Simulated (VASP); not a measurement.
# SnSe in VASP: further runs

The runs below take SnSe through single point, with LDA.

Program: VASP 6.6.1. These are calculated values, not measurements. Logs are shortened: lines on timing, memory, paths and dates and some standing lists are left out, and cuts for length are marked.

### Step 1. The cell of the first run

The structure is cubic, space group Fm-3m (No. 225). Conventional cell: a = 6.099 Å, b = 6.099 Å, c = 6.099 Å, α = 90.00°, β = 90.00°, γ = 90.00°. Sn (site symmetry m-3m) has 6 Se at 3.05 Å within 4.0 Å. Se (site symmetry m-3m) has 6 Sn at 3.05 Å within 4.0 Å.

### Step 2. Single point, LDA (volume scaled by 1.04)

INCAR

```
SYSTEM = SnSe
  PREC = Accurate
  ENCUT = 520
  EDIFF = 1E-6
  ISMEAR = -1
  SIGMA = 0.02
  LREAL = .False.
  LASPH = .True.
  NELM = 80
  ALGO = Normal
  ISIF = 2
  LWAVE = .False.
  LCHARG = .True.
  LELF = .True.
  LVHAR = .True.
  NBANDS = 17
```

KPOINTS

```
Automatic mesh
0
Gamma
  9 9 9
  0 0 0
```

POSCAR

```
SnSe
1.0
    0.0000000000      3.0496098055      3.0496098055
    3.0496098055      0.0000000000      3.0496098055
    3.0496098055      3.0496098055      0.0000000000
Sn Se
1 1
Direct
    0.0000000000      0.0000000000      0.0000000000
    0.5000000000      0.5000000000      0.5000000000
```

Potentials or basis: VASP PAW LDA potentials, release 64 (Sn_d, Se).

Launch:

```
cat potpaw_LDA.64/Sn_d/POTCAR potpaw_LDA.64/Se/POTCAR > POTCAR
mpirun -np 1 vasp_std > vasp.out
```

OUTCAR:

```text
SYSTEM = SnSe
   PREC = Accurate
   ENCUT = 520
   EDIFF = 1E-6
   ISMEAR = -1
   LREAL = .False.
   LASPH = .True.
   NELM = 80
   ISIF = 2

 ion  position               nearest neighbor table
   1  0.000  0.000  0.000-   2 3.05   2 3.05   2 3.05   2 3.05   2 3.05   2 3.05
   2  0.500  0.500  0.500-   1 3.05   1 3.05   1 3.05   1 3.05   1 3.05   1 3.05

  LATTYP: Found a face centered cubic cell.
 ALAT       =     6.0992196110

  Lattice vectors:

 A1 = (   0.0000000000,   3.0496098055,   3.0496098055)
 A2 = (   3.0496098055,   0.0000000000,   3.0496098055)
 A3 = (   3.0496098055,   3.0496098055,   0.0000000000)

Analysis of symmetry for initial positions (statically):
=====================================================================
 Subroutine PRICEL returns:
 Original cell was already a primitive cell.

 Routine SETGRP: Setting up the symmetry group for a
 face centered cubic supercell.

 Subroutine GETGRP returns: Found 48 space group operations
 (whereof 48 operations were pure point group operations)
 out of a pool of 48 trial point group operations.

The static configuration has the point symmetry O_h .

Analysis of symmetry for dynamics (positions and initial velocities):
=====================================================================
 Subroutine PRICEL returns:
 Original cell was already a primitive cell.

 Routine SETGRP: Setting up the symmetry group for a
 face centered cubic supercell.

 Subroutine GETGRP returns: Found 48 space group operations
 (whereof 48 operations were pure point group operations)
 out of a pool of 48 trial point group operations.

The dynamic configuration has the point symmetry O_h .

 Subroutine INISYM returns: Found 48 space group operations
 (whereof 48 operations are pure point group operations),
 and found     1 'primitive' translations

----------------------------------------------------------------------------------------

                                     Primitive cell

  volume of cell :      56.7235

  direct lattice vectors                    reciprocal lattice vectors
     0.000000000  3.049609805  3.049609805    -0.163955401  0.163955401  0.163955401
     3.049609805  0.000000000  3.049609805     0.163955401 -0.163955401  0.163955401
     3.049609805  3.049609805  0.000000000     0.163955401  0.163955401 -0.163955401

  length of vectors
     4.312799547  4.312799547  4.312799547     0.283979086  0.283979086  0.283979086

  position of ions in fractional coordinates (direct lattice)
     0.000000000  0.000000000  0.000000000
     0.500000000  0.500000000  0.500000000

  ion indices of the primitive-cell ions
   primitive index   ion index
                 1           1
                 2           2

----------------------------------------------------------------------------------------

 KPOINTS: Automatic mesh

Automatic generation of k-mesh.
 Grid dimensions read from file:
 generate k-points for:    9    9    9

 Generating k-lattice:

  Cartesian coordinates                     Fractional coordinates (reciprocal lattice)
    -0.018217267  0.018217267  0.018217267     0.111111111  0.000000000  0.000000000
     0.018217267 -0.018217267  0.018217267     0.000000000  0.111111111  0.000000000
     0.018217267  0.018217267 -0.018217267     0.000000000  0.000000000  0.111111111

  Length of vectors
     0.031553232  0.031553232  0.031553232

  Shift w.r.t. Gamma in fractional coordinates (k-lattice)
     0.000000000  0.000000000  0.000000000

 Subroutine IBZKPT returns following result:
 ===========================================

 Found     35 irreducible k-points:

 Following reciprocal coordinates:
            Coordinates               Weight
  0.000000  0.000000  0.000000      1.000000
  0.111111  0.000000  0.000000      8.000000
  0.222222  0.000000  0.000000      8.000000
  0.333333  0.000000  0.000000      8.000000
  0.444444  0.000000  0.000000      8.000000
  0.111111  0.111111  0.000000      6.000000
[... 16 lines left out ...]
 -0.333333  0.333333  0.000000     12.000000
  0.444444  0.444444  0.000000      6.000000
 [... further k-points ...]
   k-points           NKPTS =     35   k-points in BZ     NKDIM =     35   number of bands    NBANDS=     17
   number of dos      NEDOS =    301   number of ions     NIONS =      2
   total plane-waves  NPLWV =  32768
   dimension x,y,z NGX =    32 NGY =   32 NGZ =   32
   dimension x,y,z NGXF=    64 NGYF=   64 NGZF=   64
   ions per type =               1   1
   NGX,Y,Z   is equivalent  to a cutoff of  12.34, 12.34, 12.34 a.u.
   NGXF,Y,Z  is equivalent  to a cutoff of  24.67, 24.67, 24.67 a.u.
 SYSTEM =  SnSe
   PREC   = accura    normal or accurate (medium, high low for compatibility)
   ISTART =      0    job   : 0-new  1-cont  2-samecut
   ICHARG =      2    charge: 1-file 2-atom 10-const
   ISPIN  =      1    spin polarized calculation?
   LNONCOLLINEAR =      F non collinear calculations
   LSORBIT =      F    spin-orbit coupling
   LASPH  =      T    aspherical Exc in radial PAW
   ENCUT  =  520.0 eV  38.22 Ry    6.18 a.u.   8.02  8.02  8.02*2*pi/ulx,y,z
   NELM   =     80;   NELMIN=  2; NELMDL= -5     # of ELM steps
   EDIFF  = 0.1E-05   stopping-criterion for ELM
   LREAL  =      F    real-space projection
   EDIFFG = 0.1E-04   stopping-criterion for IOM
   NSW    =      0    number of steps for IOM
   IBRION =     -1    ionic relax: 0-MD 1-quasi-New 2-CG
   NFREE  =      0    steps in history (QN), initial steepest desc. (CG)
   ISIF   =      2    stress and relaxation
   ISYM   =      2    0-nonsym 1-usesym 2-fastsym
   POTIM  = 0.5000    time-step for ionic-motion
   TEBEG  =    0.0;   TEEND  =   0.0 temperature during run
   PSTRESS=    0.0 pullay stress
   NELECT =      20.0000    total number of electrons
   NUPDOWN=      -1.0000    fix difference up-down
   EMIN   =  10.00;   EMAX   =-10.00  energy-range for DOS
   EFERMI =   0.00;   METHOD = LEGACY
   ISMEAR =    -1;   SIGMA  =   0.02  broadening in eV -4-tet -1-fermi 0-gaus
   EFERMI_NEDOS =   21; number of points for ismear=-14 and -15
   IALGO  =     38    algorithm
   IMIX   =      4    mixing-type and parameters
     AMIX     =   0.40;   BMIX     =  1.00
     AMIX_MAG =   1.60;   BMIX_MAG =  1.00
  volume/ion in A,a.u.               =      28.36       191.39
  Fermi-wavevector in a.u.,A,eV,Ry     =   1.156549  2.185560 18.199216  1.337605
  Thomas-Fermi vector in A             =   2.293168
   LORBIT       =      0    0 simple, 1 ext, 2 COOP (PROOUT), +10 PAW based schemes
   GGA     = CA    functional components
   LHFCALC =     F    Hartree Fock is set to
   AEXX    =    0.0000 exact exchange contribution
   IVDW    =     0    specifies the selected vdW correction
   LEPSILON=     F    determine dielectric tensor
   LRPA    =     F    only Hartree local field effects (RPA)
 non-spin polarized calculation
  energy-cutoff  :      520.00
  volume of cell :       56.72
 maximum number of plane-waves:      1544
   NGX = 17   NGY = 17   NGZ = 17

 number of electron      19.9999989 magnetization

 Free energy of the ion-electron system (eV)
  ---------------------------------------------------
  ext. energy  EPLUGINS =         0.00000000
  ---------------------------------------------------
  free energy    TOTEN  =        -9.41497378 eV

  energy without entropy =       -9.41497378  energy(sigma->0) =       -9.41497378

 E-fermi :   5.1419     XC(G=0):  -9.7089

 val. band max:        4.8163095732   @ k =  -0.3333   0.1111   0.0000
 cond. band min:       5.4656543818   @ k =  -0.3333   0.1111   0.0000
 fundamental gap:      0.6493448086
 Fermi energy:         5.1419415451

 k-point     1 :       0.0000    0.0000    0.0000
  band No.  band energies     occupation
      1     -16.5129      2.00000
      2     -16.5129      2.00000
      3     -16.5126      2.00000
      4     -16.5126      2.00000
      5     -16.5126      2.00000
      6      -8.6157      2.00000
[... 9 lines left out ...]
     16      10.8973      0.00000
     17      13.1483      0.00000

 k-point     2 :       0.1111    0.0000    0.0000
  band No.  band energies     occupation
      1     -16.5136      2.00000
      2     -16.5136      2.00000
      3     -16.5124      2.00000
      4     -16.5114      2.00000
      5     -16.5114      2.00000
      6      -8.5351      2.00000
[... 9 lines left out ...]
     16      11.1796      0.00000
     17      13.9142      0.00000

 k-point     3 :       0.2222    0.0000    0.0000
  band No.  band energies     occupation
      1     -16.5156      2.00000
      2     -16.5156      2.00000
      3     -16.5117      2.00000
      4     -16.5081      2.00000
      5     -16.5081      2.00000
      6      -8.3130      2.00000
[... 9 lines left out ...]
     16      11.9280      0.00000
     17      15.6308      0.00000

 k-point     4 :       0.3333    0.0000    0.0000
  band No.  band energies     occupation
      1     -16.5178      2.00000
      2     -16.5178      2.00000
      3     -16.5109      2.00000
      4     -16.5043      2.00000
      5     -16.5043      2.00000
      6      -8.0196      2.00000
[... 9 lines left out ...]
     16      13.0878      0.00000
     17      16.4413      0.00000
[... 343 lines left out ...]
      1     -16.5304      2.00000
      2     -16.5135      2.00000
      3     -16.5102      2.00000
      4     -16.5009      2.00000
      5     -16.4992      2.00000
      6      -7.5429      2.00000
[... 9 lines left out ...]
     16      15.3425      0.00000
     17      17.0802      0.00000

 k-point    23 :      -0.3333    0.3333    0.0000
  band No.  band energies     occupation
      1     -16.5267      2.00000
      2     -16.5129      2.00000
      3     -16.5092      2.00000
      4     -16.5037      2.00000
      5     -16.5010      2.00000
      6      -7.5619      2.00000
[... 9 lines left out ...]
     16      14.0601      0.00000
     17      16.3178      0.00000

 k-point    24 :       0.4444    0.4444    0.0000
  band No.  band energies     occupation
      1     -16.5352      2.00000
      2     -16.5181      2.00000
      3     -16.5066      2.00000
      4     -16.4979      2.00000
      5     -16.4979      2.00000
      6      -7.5582      2.00000
[... 9 lines left out ...]
     16      16.2285      0.00000
     17      17.3213      0.00000

 [... further k-points ...]

------------------------ aborting loop because EDIFF is reached ----------------------------------------

  FORCE on cell =-STRESS in cart. coord.  units (eV):
  Direction    XX          YY          ZZ          XY          YZ          ZX
  --------------------------------------------------------------------------------------
  -------------------------------------------------------------------------------------
  Total       -1.7014278     -1.7014278     -1.7014278      0.0000000      0.0000000      0.0000000
  in kB      -48.0575130    -48.0575130    -48.0575130      0.0000000      0.0000000      0.0000000
  external PRESSURE =     -48.0575130 kB  Pullay stress =       0.0000000 kB

 VOLUME and BASIS-vectors are now :
 -----------------------------------------------------------------------------
  energy-cutoff  :      520.00
  volume of cell :       56.72
      direct lattice vectors                 reciprocal lattice vectors
     0.000000000  3.049609805  3.049609805    -0.163955401  0.163955401  0.163955401
     3.049609805  0.000000000  3.049609805     0.163955401 -0.163955401  0.163955401
     3.049609805  3.049609805  0.000000000     0.163955401  0.163955401 -0.163955401

 POSITION                                       TOTAL-FORCE (eV/Angst)
 -----------------------------------------------------------------------------------
      0.00000      0.00000      0.00000         0.000000      0.000000      0.000000
      3.04961      3.04961      3.04961        -0.000000     -0.000000     -0.000000
 -----------------------------------------------------------------------------------
    total drift:                                0.000000     -0.000000     -0.000000

  FREE ENERGIE OF THE ION-ELECTRON SYSTEM (eV)
  ---------------------------------------------------
  free  energy   TOTEN  =        -9.4149737793 eV

  energy  without entropy=       -9.4149737750  energy(sigma->0) =       -9.41497378
```

Run time: 16 s. Hardware: 1 thread of Intel Xeon Platinum 8488C (Sapphire Rapids), shared host; peak memory 0.17 GiB.

What came out:

* Free energy: -9.4150 eV
* Pressure: -4.8 GPa

Caveat: this odd mesh misses L, where the gap lies, so gap, dielectric constants and Born charges aren't listed; spin-orbit coupling is left out, which moves the levels of the heavy elements.

### Step 3. Single point, LDA (equal xy, yz and zx shear strains of -3 %)

INCAR

```
PREC = Accurate
ENCUT = 500
EDIFF = 1E-6
ISMEAR = -1
SIGMA = 0.02
LREAL = F
LASPH = T
NELM = 120
ALGO = Normal
ISIF = 2
LWAVE = F
LCHARG = F
GGA = CA
NBANDS = 17
GGA_COMPAT = F
```

KPOINTS

```
Automatic mesh
0
Gamma
  9 9 9
```

POSCAR

```
SnSe
1.0
   -0.0903000000      2.9648500000      2.9648500000
    2.9648500000     -0.0903000000      2.9648500000
    2.9648500000      2.9648500000     -0.0903000000
Sn Se
1 1
Direct
    0.0000000000      0.0000000000      0.0000000000
    0.5000000000      0.5000000000      0.5000000000
```

Potentials or basis: VASP PAW LDA potentials, release 64 (Sn_d, Se).

Launch:

```
cat potpaw_LDA.64/Sn_d/POTCAR potpaw_LDA.64/Se/POTCAR > POTCAR
mpirun -np 1 vasp_std > vasp.out
```

It took 45 s on 1 thread of Intel Xeon Platinum 8259CL at 2.50GHz (Skylake/Cascade Lake), shared host; peak memory 0.2 GiB.

The run converged. Its results:

- Free energy: -9.4611 eV
- Pressure: -3.2 GPa
- Band gap on the k mesh: 0.28 eV, indirect (least direct gap 0.54 eV)

Stress tensor (GPa, compression positive):
```
-3.16  0.58  0.58
 0.58 -3.16  0.58
 0.58  0.58 -3.16
```

Levels at points of the mesh, in eV from the valence-band top:
```csv
k point,band 7,band 8,band 9,band 10,band 11,band 12,band 13,band 14
"(0.00, 0.00, 0.00)",-5.18,-2.26,-2.26,-1.90,4.18,4.28,4.28,5.68
```

Caveat: the cell differs from its parent crystal (equal xy, yz and zx shear strains of -3 %); spin-orbit coupling is left out, which moves the levels of the heavy elements. A k mesh can miss the band edges.

[end of part 1 of 2]
